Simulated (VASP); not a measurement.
# LaBRh3 (Pm-3m) in VASP: further runs

Runs on LaBRh3. Level: LDA. Tasks: single point.

All numbers are computed with VASP 6.6.1; they aren't measurements. Logs are shortened: lines on timing, memory, paths and dates and some standing lists are left out, and cuts for length are marked.

## 1. The cell of the first run

Symmetry: Pm-3m, No. 221, cubic system. The conventional cell has a = 4.242 Å, b = 4.242 Å, c = 4.242 Å, α = 90.00°, β = 90.00°, γ = 90.00°. La (site symmetry m-3m) has 12 Rh at 3.00 Å and 8 B at 3.67 Å within 3.9 Å. B (site symmetry m-3m) has 6 Rh at 2.12 Å within 2.8 Å. Within 2.8 Å of Rh (site symmetry 4/mmm) lie 2 B at 2.12 Å.

## 2. Single point, LDA

INCAR reads:

```
SYSTEM = LaBRh3
PREC = Accurate ; ENCUT = 520
EDIFF = 1E-6 ; ISMEAR = 1
SIGMA = 0.25 ; LREAL = .FALSE.
LASPH = .TRUE. ; NELM = 80
ALGO = Normal ; ISIF = 2
LWAVE = .FALSE. ; LCHARG = .TRUE.
LELF = .TRUE. ; LVHAR = .TRUE.
NBANDS = 38
```

KPOINTS reads:

```
regular mesh
0
G
  5 5 5
  0 0 0
```

POSCAR reads:

```
LaBRh3
1.0
    4.2420000000      0.0000000000      0.0000000000
    0.0000000000      4.2420000000      0.0000000000
    0.0000000000      0.0000000000      4.2420000000
La B Rh
1 1 3
Direct
    0.0000000000      0.0000000000      0.0000000000
    0.5000000000      0.5000000000      0.5000000000
    0.0000000000      0.5000000000      0.5000000000
    0.5000000000      0.0000000000      0.5000000000
    0.5000000000      0.5000000000      0.0000000000
```

Potentials or basis: VASP PAW LDA potentials, release 64 (La, B, Rh_pv).

The run is started by

```bash
> cat potpaw_LDA.64/La/POTCAR potpaw_LDA.64/B/POTCAR potpaw_LDA.64/Rh_pv/POTCAR > POTCAR
> mpirun -np 1 vasp_std > vasp.out
```

OUTCAR:

```text
SYSTEM = LaBRh3
   PREC = Accurate
   ENCUT = 520
   EDIFF = 1E-6
   ISMEAR = 1
   LREAL = .FALSE.
   LASPH = .TRUE.
   NELM = 80
   ISIF = 2

 ion  position               nearest neighbor table
   1  0.000  0.000  0.000-   3 3.00   4 3.00   5 3.00   3 3.00   4 3.00   3 3.00   5 3.00   3 3.00
                             4 3.00   5 3.00   4 3.00   5 3.00
   2  0.500  0.500  0.500-   3 2.12   4 2.12   5 2.12   5 2.12   4 2.12   3 2.12
   3  0.000  0.500  0.500-   2 2.12   2 2.12   4 3.00   5 3.00   1 3.00   5 3.00   1 3.00   4 3.00
                             1 3.00   1 3.00   4 3.00   5 3.00   5 3.00   4 3.00
   4  0.500  0.000  0.500-   2 2.12   2 2.12   3 3.00   5 3.00   1 3.00   5 3.00   1 3.00   3 3.00
                             5 3.00   5 3.00   1 3.00   3 3.00   1 3.00   3 3.00
   5  0.500  0.500  0.000-   2 2.12   2 2.12   3 3.00   4 3.00   1 3.00   3 3.00   4 3.00   1 3.00
                             4 3.00   4 3.00   1 3.00   3 3.00   3 3.00   1 3.00

  LATTYP: Found a simple cubic cell.
 ALAT       =     4.2420000000

  Lattice vectors:

 A1 = (   4.2420000000,   0.0000000000,   0.0000000000)
 A2 = (   0.0000000000,   4.2420000000,   0.0000000000)
 A3 = (   0.0000000000,   0.0000000000,   4.2420000000)

Analysis of symmetry for initial positions (statically):
=====================================================================
 Subroutine PRICEL returns:
 Original cell was already a primitive cell.

 Routine SETGRP: Setting up the symmetry group for a
 simple cubic supercell.

 Subroutine GETGRP returns: Found 48 space group operations
 (whereof 48 operations were pure point group operations)
 out of a pool of 48 trial point group operations.

The static configuration has the point symmetry O_h .

Analysis of symmetry for dynamics (positions and initial velocities):
=====================================================================
 Subroutine PRICEL returns:
 Original cell was already a primitive cell.

 Routine SETGRP: Setting up the symmetry group for a
 simple cubic supercell.

 Subroutine GETGRP returns: Found 48 space group operations
 (whereof 48 operations were pure point group operations)
 out of a pool of 48 trial point group operations.

The dynamic configuration has the point symmetry O_h .

 Subroutine INISYM returns: Found 48 space group operations
 (whereof 48 operations are pure point group operations),
 and found     1 'primitive' translations
[... 85 lines left out ...]
   NELM   =     80;   NELMIN=  2; NELMDL= -5     # of ELM steps
   EDIFF  = 0.1E-05   stopping-criterion for ELM
   LREAL  =      F    real-space projection
   EDIFFG = 0.1E-04   stopping-criterion for IOM
   NSW    =      0    number of steps for IOM
   IBRION =     -1    ionic relax: 0-MD 1-quasi-New 2-CG
   NFREE  =      0    steps in history (QN), initial steepest desc. (CG)
   ISIF   =      2    stress and relaxation
   ISYM   =      2    0-nonsym 1-usesym 2-fastsym
   POTIM  = 0.5000    time-step for ionic-motion
   TEBEG  =    0.0;   TEEND  =   0.0 temperature during run
   PSTRESS=    0.0 pullay stress
   NELECT =      59.0000    total number of electrons
   NUPDOWN=      -1.0000    fix difference up-down
   EMIN   =  10.00;   EMAX   =-10.00  energy-range for DOS
   EFERMI =   0.00;   METHOD = LEGACY
   ISMEAR =     1;   SIGMA  =   0.25  broadening in eV -4-tet -1-fermi 0-gaus
   EFERMI_NEDOS =   21; number of points for ismear=-14 and -15
   IALGO  =     38    algorithm
   IMIX   =      4    mixing-type and parameters
     AMIX     =   0.40;   BMIX     =  1.00
     AMIX_MAG =   1.60;   BMIX_MAG =  1.00
  volume/ion in A,a.u.               =      15.27       103.02
  Fermi-wavevector in a.u.,A,eV,Ry     =   1.502409  2.839141 30.711516  2.257233
  Thomas-Fermi vector in A             =   2.613653
   LORBIT       =      0    0 simple, 1 ext, 2 COOP (PROOUT), +10 PAW based schemes
   GGA     = CA    functional components
   LHFCALC =     F    Hartree Fock is set to
   AEXX    =    0.0000 exact exchange contribution
   IVDW    =     0    specifies the selected vdW correction
   LEPSILON=     F    determine dielectric tensor
   LRPA    =     F    only Hartree local field effects (RPA)
 non-spin polarized calculation
 Methfessel and Paxton  Order N= 1 SIGMA  =   0.25
  energy-cutoff  :      520.00
  volume of cell :       76.33
 maximum number of plane-waves:      2103
 NGX is ok and might be reduce to    32
   NGX = 15   NGY = 15   NGZ = 15

 number of electron      58.9999957 magnetization

 Free energy of the ion-electron system (eV)
  ---------------------------------------------------
  ext. energy  EPLUGINS =         0.00000000
  ---------------------------------------------------
  free energy    TOTEN  =       -42.43753887 eV

  energy without entropy =      -42.42802335  energy(sigma->0) =      -42.43436703

 E-fermi :  10.2213     XC(G=0): -12.8849

 val. band max:       10.1453853018   @ k =   0.2000   0.0000   0.0000
 cond. band min:      10.3058832941   @ k =   0.4000   0.4000   0.4000
 fundamental gap:      0.1604979922
 Fermi energy:        10.2212513837

 k-point     1 :       0.0000    0.0000    0.0000
  band No.  band energies     occupation
      1     -35.8001      2.00000
      2     -35.8001      2.00000
      3     -35.8001      2.00000
      4     -35.3525      2.00000
      5     -35.3525      2.00000
      6     -35.3525      2.00000
[... 399 lines left out ...]
     37      13.7483     -0.00000
     38      13.7854     -0.00000

------------------------ aborting loop because EDIFF is reached ----------------------------------------

  FORCE on cell =-STRESS in cart. coord.  units (eV):
  Direction    XX          YY          ZZ          XY          YZ          ZX
  --------------------------------------------------------------------------------------
  -------------------------------------------------------------------------------------
  Total       -2.9918720     -2.9918720     -2.9918720      0.0000000      0.0000000      0.0000000
  in kB      -62.7973898    -62.7973898    -62.7973898      0.0000000      0.0000000      0.0000000
  external PRESSURE =     -62.7973898 kB  Pullay stress =       0.0000000 kB

 VOLUME and BASIS-vectors are now :
 -----------------------------------------------------------------------------
  energy-cutoff  :      520.00
  volume of cell :       76.33
      direct lattice vectors                 reciprocal lattice vectors
     4.242000000  0.000000000  0.000000000     0.235737860  0.000000000  0.000000000
     0.000000000  4.242000000  0.000000000     0.000000000  0.235737860  0.000000000
     0.000000000  0.000000000  4.242000000     0.000000000  0.000000000  0.235737860

 POSITION                                       TOTAL-FORCE (eV/Angst)
 -----------------------------------------------------------------------------------
      0.00000      0.00000      0.00000         0.000000      0.000000      0.000000
      2.12100      2.12100      2.12100         0.000000      0.000000      0.000000
      0.00000      2.12100      2.12100         0.000000      0.000000      0.000000
      2.12100      0.00000      2.12100         0.000000      0.000000      0.000000
      2.12100      2.12100      0.00000         0.000000      0.000000      0.000000
 -----------------------------------------------------------------------------------
    total drift:                                0.000000     -0.000000     -0.000000

  FREE ENERGIE OF THE ION-ELECTRON SYSTEM (eV)
  ---------------------------------------------------
  free  energy   TOTEN  =       -42.4375388745 eV

  energy  without entropy=      -42.4280233452  energy(sigma->0) =      -42.43436703
```

Wall time 36 s (1 thread of Intel Xeon 8259CL, shared host); peak memory 0.18 GiB.

What came out:

| Item | Value |
| --- | --- |
| Free energy | -42.4375 eV |
| Pressure | -6.3 GPa |
| Band gap on the k mesh | zero (an odd number of electrons rules out a gap without spin polarisation) |

Caveat: the cell stands under tension; spin-orbit coupling is left out, which moves the levels of the heavy elements.

## 3. Single point, LDA

INCAR reads:

```
  PREC = Accurate
  ENCUT = 520
  EDIFF = 1E-7
  ISMEAR = 1
  SIGMA = 0.15
  LREAL = F
  LASPH = T
  NELM = 60
  ALGO = Normal
  ISIF = 2
  LWAVE = F
  LCHARG = F
  NBANDS = 38
```

KPOINTS reads:

```
Automatic mesh
0
Gamma
  5 5 5
```

POSCAR is that of step 2.

Potentials or basis: VASP PAW LDA potentials, release 64 (La, B, Rh_pv).

The run is started by

```bash
> cat potpaw_LDA.64/La/POTCAR potpaw_LDA.64/B/POTCAR potpaw_LDA.64/Rh_pv/POTCAR > POTCAR
> mpirun -np 1 vasp_std > vasp.out
```

It took 37 s on 1 thread of Intel Xeon 8259CL, shared host; peak memory 0.18 GiB.

Results (log left out):

```
Free energy            : -42.4363 eV
Pressure               : -6.4 GPa
Band gap on the k mesh : zero (an odd number of electrons rules out a gap without spin polarisation)
```

Levels at points of the mesh, in eV from the Fermi level:
```tsv
k point	band 25	band 26	band 27	band 28	band 29	band 30	band 31	band 32	band 33	band 34
(0.00, 0.00, 0.00)	-1.21	-0.57	-0.57	-0.57	0.22	0.24	0.24	0.24	3.22	3.22
```

Caveat: the cell stands under tension; spin-orbit coupling is left out, which moves the levels of the heavy elements.

## 4. Single point, LDA

INCAR reads:

```
SYSTEM = LaBRh3
PREC = Accurate ; ENCUT = 520
EDIFF = 1E-6 ; ISMEAR = 1
SIGMA = 0.1 ; LREAL = .False.
LASPH = .True. ; NELM = 60
ALGO = Normal ; ISIF = 2
LWAVE = .False. ; LCHARG = .False.
GGA = CA ; NBANDS = 38
```

KPOINTS reads:

```
Automatic mesh
0
Gamma
  5 5 5
  0 0 0
```

POSCAR is that of step 3.

The run is started by

```bash
> cat potpaw_LDA.64/La/POTCAR potpaw_LDA.64/B/POTCAR potpaw_LDA.64/Rh_pv/POTCAR > POTCAR
> mpirun -np 1 vasp_std > vasp.out
```

Wall time 36 s (1 thread of Intel Xeon 8259CL, shared host); peak memory 0.17 GiB.

Results (log left out):

* Free energy: -42.4369 eV
* Pressure: -6.4 GPa
* Band gap on the k mesh: zero (an odd number of electrons rules out a gap without spin polarisation)

Levels at points of the mesh, in eV from the Fermi level:
| k point | band 26 | band 27 | band 28 | band 29 | band 30 | band 31 | band 32 | band 33 |
| --- | --- | --- | --- | --- | --- | --- | --- | --- |
| (0.00, 0.00, 0.00) | -0.58 | -0.58 | -0.58 | 0.22 | 0.24 | 0.24 | 0.24 | 3.21 |

Caveat: the cell stands under tension; spin-orbit coupling is left out, which moves the levels of the heavy elements.

## 5. Summary

| smearing | gap on the mesh (eV) | pressure (GPa) |
| --- | --- | --- |
| methfessel-paxton 0.25 eV | none | -6.3 |
| methfessel-paxton 0.15 eV | none | -6.4 |
| methfessel-paxton 0.1 eV | none | -6.4 |

Alike in all rows: task single point; level LDA; potentials or basis VASP PAW LDA potentials, release 64 (La, B, Rh_pv); no spin polarisation; cell as given; k mesh 5 × 5 × 5; cutoff (eV) 520.

Caveats: the cell stands under tension; spin-orbit coupling is left out, which moves the levels of the heavy elements.

Absolute energies hang on the potentials; compare differences alone.
